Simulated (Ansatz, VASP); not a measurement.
One calculation of ZrB, two programs

File INCAR:

```
SYSTEM = ZrB
ALGO     = Normal         ! electronic algorithm
EDIFF    = 1E-6           ! SCF threshold, eV
ENCUT    = 520            ! plane-wave cutoff, eV
GGA      = CA             ! functional
ISIF     = 2              ! what is computed and relaxed
ISMEAR   = 0              ! smearing method
LASPH    = .TRUE.         ! aspherical terms in the spheres
LCHARG   = .TRUE.         ! write CHGCAR
LELF     = .TRUE.         ! ELF
LREAL    = .FALSE.        ! projectors in reciprocal space
LVHAR    = .TRUE.       
LWAVE    = .FALSE.        ! write WAVECAR
NBANDS   = 14             ! bands
NELM     = 80             ! most SCF steps
PREC     = Accurate       ! precision mode
SIGMA    = 0.15           ! smearing width, eV
```

Contents of KPOINTS:

```
k-points
0
G
  16 16 16
  0 0 0
```

Contents of POSCAR:

```
ZrB
1.0
    0.0000000000      2.4153850465      2.5924327704
    2.4153850465      0.0000000000      2.5924327704
    2.4153850465      2.4153850465      0.0000000000
Zr B
1 1
Direct
    0.0000000000      0.0000000000      0.0000000000
    0.5000000000      0.5000000000      0.5000000000
```

Input for Ansatz:

```yaml
crystal:
  lattice:
    - [0.0, 2.4153850465, 2.5924327704]
    - [2.4153850465, 0.0, 2.5924327704]
    - [2.4153850465, 2.4153850465, 0.0]
  atoms:
    - { symbol: Zr, position: [0.0, 0.0, 0.0] }
    - { symbol: B, position: [0.5, 0.5, 0.5] }
basis:
  ecutwfc: 520.0
kpoints:
  mp_grid: { grid: [16, 16, 16] }
hamiltonian:
  xc: lda
scf:
  occupations: { method: gaussian, width: 0.15 }
output:
  forces: true
  stress: true
  eigenvalues: true
```

Change from the starting cell: normal strain along x +0.0000, normal strain along z +0.0733.

Alike in both runs: task single point; functional LDA; k mesh 16 × 16 × 16; occupations gaussian, width 0.15 eV; no spin polarisation.

|  | VASP | Ansatz |
| --- | --- | --- |
| version | VASP 6.6.1 | Ansatz 0.2.0 |
| potentials or method | VASP PAW LDA potentials, release 64 (Zr_sv, B), cutoff 520 eV | scalar-relativistic, plane waves, PAW |
| valence electrons in the cell | 15 | 15 |

Ansatz gave:

| Item | Value |
| --- | --- |
| gap on the k mesh at the Fermi level (eV) | none |
| pressure (GPa) | -9.6 |
| traceless stress, the component that is largest in VASP (GPa) | -11.39 |

Q: Estimate VASP's values.

A: gap on the k mesh at the Fermi level (eV): none; pressure (GPa): -9.3; traceless stress, the component that is largest in VASP (GPa): -11.47.

LDA's correlation is that of Perdew and Zunger in VASP and of Perdew and Wang (1992) in Ansatz. A gap of «none» marks a metal or a gap that the smearing closes.
